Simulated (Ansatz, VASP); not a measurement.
## Ti: VASP beside Ansatz

The input INCAR:

```
SYSTEM = Ti
PREC = Accurate ; ENCUT = 520
EDIFF = 1E-6 ; ISMEAR = 0
SIGMA = 0.15 ; LREAL = .False.
LASPH = .True. ; NELM = 80
ALGO = Fast ; ISIF = 2
LWAVE = .False. ; LCHARG = .False.
GGA = PS ; NBANDS = 25
```

File KPOINTS:

```
Automatic mesh
0
Gamma
  12 12 18
  0 0 0
```

The input POSCAR:

```
Ti
1.0
    4.4424500550      0.0000000000      0.0000000000
   -2.2212250275      3.8472746027      0.0000000000
    0.0000000000      0.0000000000      2.8913261166
Ti
3
Direct
    0.0000000000      0.0000000000      0.0000000000
    0.3333333333      0.6666666667      0.5000000000
    0.6666666667      0.3333333333      0.5000000000
```

Input for Ansatz:

```yaml
crystal:
  lattice:
    - [4.442450055, 0.0, 0.0]
    - [-2.2212250275, 3.8472746027, 0.0]
    - [0.0, 0.0, 2.8913261166]
  atoms:
    - { symbol: Ti, position: [0.0, 0.0, 0.0] }
    - { symbol: Ti, position: [0.3333333333, 0.6666666667, 0.5] }
    - { symbol: Ti, position: [0.6666666667, 0.3333333333, 0.5] }
basis:
  ecutwfc: 420
kpoints:
  mp_grid: { grid: [12, 12, 18] }
hamiltonian:
  xc: pbesol
scf:
  occupations: { method: gaussian, width: 0.15 }
output:
  forces: true
  stress: true
  eigenvalues: true
```

Alike in both runs: task single point; functional PBEsol; k mesh 12 × 12 × 18; occupations gaussian, width 0.15 eV; no spin polarisation.

```csv
,VASP,Ansatz
version,VASP 6.6.1,Ansatz 0.2.0
potentials or method,"VASP PAW PBE potentials, release 64 (Ti_sv), cutoff 520 eV","scalar-relativistic, plane waves, PAW"
valence electrons in the cell,36,36
```

Ansatz gave:

* gap on the k mesh at the Fermi level (eV): none
* pressure (GPa): -0.1
* traceless stress, the component that is largest in VASP (GPa): -5.98

Problem. What did VASP give for the same quantities?

Solution. gap on the k mesh at the Fermi level (eV): none; pressure (GPa): -0.4; traceless stress, the component that is largest in VASP (GPa): -5.95.

VASP's potentials were made for PBE, not for PBEsol. A gap of «none» marks a metal or a gap that the smearing closes.
